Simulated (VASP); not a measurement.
SiC, 2 atoms in the cell. Symmetry: F-43m, No. 216, cubic system. The conventional cell has a = 4.380 Å, b = 4.380 Å, c = 4.380 Å, α = 90.00°, β = 90.00°, γ = 90.00°. Within 2.5 Å of Si (site symmetry -43m) lie 4 C at 1.90 Å. C (site symmetry -43m) has 4 Si at 1.90 Å within 2.5 Å. 

```yaml
Program: VASP 6.6.1
Task: relaxation of cell and atoms
Functional: r2SCAN
Potentials_or_basis: VASP PAW PBE potentials, release 64 (Si, C)
Cutoff: 600 eV
k_mesh: 10 × 10 × 10
Occupations: fermi-dirac, width 0.02 eV
Spin: no spin polarisation
Dipole_correction: no
Further_INCAR_settings: ALGO = Normal; EDIFF = 1e-06; IBRION = 2; EDIFFG = -0.005; NSW = 80; ISIF = 3
```

Potentials or basis: VASP PAW PBE potentials, release 64 (Si, C).

The run is started by

```sh
$ cat potpaw_PBE.64/Si/POTCAR potpaw_PBE.64/C/POTCAR > POTCAR
$ cp INCAR.step1 INCAR
$ mpirun -np 1 vasp_std > vasp.out
$ cp INCAR.step2 INCAR
$ mpirun -np 1 vasp_std > vasp.out
```

Hardware: 1 thread of Intel(R) Xeon(R) 6975P-C (Granite Rapids) (shared host).

Q: Estimate the wall time of this run.

A: It took 58 s on 1 thread of Intel(R) Xeon(R) 6975P-C (Granite Rapids), on a shared host, peak memory 0.16 GiB. Counts: k points 47, ion steps 3.
